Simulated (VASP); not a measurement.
A run of VASP 6.6.1 is set up as follows.

File INCAR:

```
PREC     = Accurate       # precision mode
ENCUT    = 520            # plane-wave cutoff, eV
EDIFF    = 1E-8           # SCF threshold, eV
ISMEAR   = 0              # smearing method
SIGMA    = 0.01           # smearing width, eV
LREAL    = F              # projectors in reciprocal space
LASPH    = T              # aspherical terms in the spheres
NELM     = 100            # most SCF steps
ALGO     = Normal         # electronic algorithm
ISIF     = 2              # what is computed and relaxed
LWAVE    = F              # write WAVECAR
LCHARG   = T              # write CHGCAR
IBRION   = 8              # ionic algorithm
NSW      = 1              # ionic steps
LEPSILON = T              # dielectric tensor by DFPT
```

KPOINTS

```
Automatic mesh
0
Gamma
  12 12 12
```

POSCAR

```
C
1.0
    0.0000000000      1.7657651611      1.7657651611
    1.7657651611      0.0000000000      1.7657651611
    1.7657651611      1.7657651611      0.0000000000
C
2
Direct
    0.5000000000      0.5000000000      0.5000000000
    0.7500000000      0.7500000000      0.7500000000
```

Potentials or basis: VASP PAW LDA potentials, release 64 (C).

Launch:

```console
$ cat potpaw_LDA.64/C/POTCAR > POTCAR
$ mpirun -np 1 vasp_std > vasp.out
```

Question: What does it give for the electronic dielectric tensor (diagonal)?

Answer: 5.76.

Question: Predict the Born charges (mean of the diagonal).

Answer: C +0.00 e.

Question: Predict the highest phonon frequency at Γ.

Answer: 1326 cm⁻¹.

Born effective charge tensors (e):
atom 1, C
```
0.00 0.00 0.00
0.00 0.00 0.00
0.00 0.00 0.00
```
atom 2, C
```
0.00 0.00 0.00
0.00 0.00 0.00
0.00 0.00 0.00
```

Caveat: the cell wasn't relaxed at this level first, which shifts response properties.
